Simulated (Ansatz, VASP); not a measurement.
**Two plane-wave programs on PbF2**

```xyz
12
Lattice="6.4400 0.0000 0.0000 0.0000 3.8990 0.0000 0.0000 0.0000 7.6510" Properties=species:S:1:pos:R:3 pbc="T T T"
Pb    1.6464    0.9748    0.8032
Pb    1.5736    2.9242    4.6287
Pb    4.8664    0.9748    3.0223
Pb    4.7936    2.9242    6.8478
F     5.5331    0.9748    0.5167
F     4.1269    2.9242    4.3422
F     2.3131    0.9748    3.3088
F     0.9069    2.9242    7.1343
F     3.0587    0.9748    6.4575
F     0.1613    2.9242    2.6320
F     6.2787    0.9748    5.0190
F     3.3813    2.9242    1.1935
```

Alike in both runs: functional PBE; k mesh 3 × 5 × 3; occupations fermi-dirac, width 0.02 eV; no spin polarisation.

Ansatz relaxed the structure, and its values are those at the end. VASP's run is a single point on that final structure, the one shown.

|  | VASP | Ansatz |
| --- | --- | --- |
| version | VASP 6.6.1 | Ansatz 0.2.0 |
| potentials or method | VASP PAW PBE potentials, release 64 (Pb_d, F) | plane-wave PAW, scalar-relativistic |
| plane-wave cutoff (eV) | 520 | 420 |
| valence electrons in the cell | 112 | 112 |

```tsv
	VASP	Ansatz	Ansatz less VASP
gap on the k mesh at the Fermi level (eV)	4.31	4.31	+0.002
pressure (GPa)	2.6	2.8	+0.22
rms of the force components (eV/Å)	0.008	0.003	-0.0055
```

With one functional, cell and mesh, what is left measures potentials, basis and numerics. Ansatz's warnings: stress scf threshold loose.

Spin-orbit coupling is off throughout.
